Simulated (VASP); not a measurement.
Set up this calculation in VASP 6.6.1, as the native input.

```
Task                               : single point
Functional                         : PBE-based screened hybrid with 50 % exact exchange
Potentials or basis                : VASP PAW PBE potentials, release 64 (Ca_sv, S)
Cutoff                             : 400 eV
k mesh                             : 4 × 4 × 4
Occupations                        : gaussian, width 0.05 eV
Spin                               : no spin polarisation
Dipole correction                  : no
Grid for exact exchange (PRECFOCK) : Normal
Share of exact exchange            : 0.5
Further INCAR settings             : ALGO = Normal; EDIFF = 1e-06; NBANDS = 15
Screening parameter                : 0.20787 1/Å
```

The system is CaS.

```xyz
2
Lattice="0.0000 2.8430 2.8430 2.8430 0.0000 2.8430 2.8430 2.8430 0.0000" Properties=species:S:1:pos:R:3 pbc="T T T"
Ca    2.8430    2.8430    2.8430
S     0.0000    0.0000    0.0000
```

The input as run:

POSCAR

```
CaS
1.0
    0.0000000000      2.8430011916      2.8430011916
    2.8430011916      0.0000000000      2.8430011916
    2.8430011916      2.8430011916      0.0000000000
Ca S
1 1
Direct
    0.5000000000      0.5000000000      0.5000000000
    0.0000000000      0.0000000000      0.0000000000
```

INCAR.step1

```
  ALGO = Normal
  EDIFF = 1E-5
  ENCUT = 400
  GGA = PE
  GGA_COMPAT = F
  ISIF = 2
  ISMEAR = 0
  LASPH = T
  LCHARG = F
  LREAL = F
  LWAVE = T
  NBANDS = 15
  NELM = 120
  PREC = Accurate
  SIGMA = 0.05
```

INCAR.step2

```
  AEXX = 0.5
  ALGO = Normal
  EDIFF = 1E-6
  ENCUT = 400
  GGA = PE
  GGA_COMPAT = F
  HFSCREEN = 0.20787
  ISIF = 2
  ISMEAR = 0
  ISTART = 1
  LASPH = T
  LCHARG = F
  LHFCALC = T
  LREAL = F
  LWAVE = F
  NBANDS = 15
  NELM = 120
  PREC = Accurate
  PRECFOCK = Normal
  SIGMA = 0.05
```

KPOINTS

```
k-points
0
Gamma
  4 4 4
```

Potentials or basis: VASP PAW PBE potentials, release 64 (Ca_sv, S).

Launch:

```bash
$ cat potpaw_PBE.64/Ca_sv/POTCAR potpaw_PBE.64/S/POTCAR > POTCAR
$ cp INCAR.step1 INCAR
$ mpirun -np 1 vasp_std > vasp.out
$ cp INCAR.step2 INCAR
$ mpirun -np 1 vasp_std > vasp.out
```

It gave:

- Pressure: 0.2 GPa
- Band gap on the k mesh: 4.49 eV (least direct gap 5.48 eV)

Caveat: the k points lie up to 0.48 Å⁻¹ apart; the PAW data sets were made with another functional, which shifts forces and pressure a little.

Run time: 4.8 min on 1 thread of AMD EPYC 7R43 64-Core Processor (Zen 3), with other jobs on the host, peak memory 0.23 GiB.
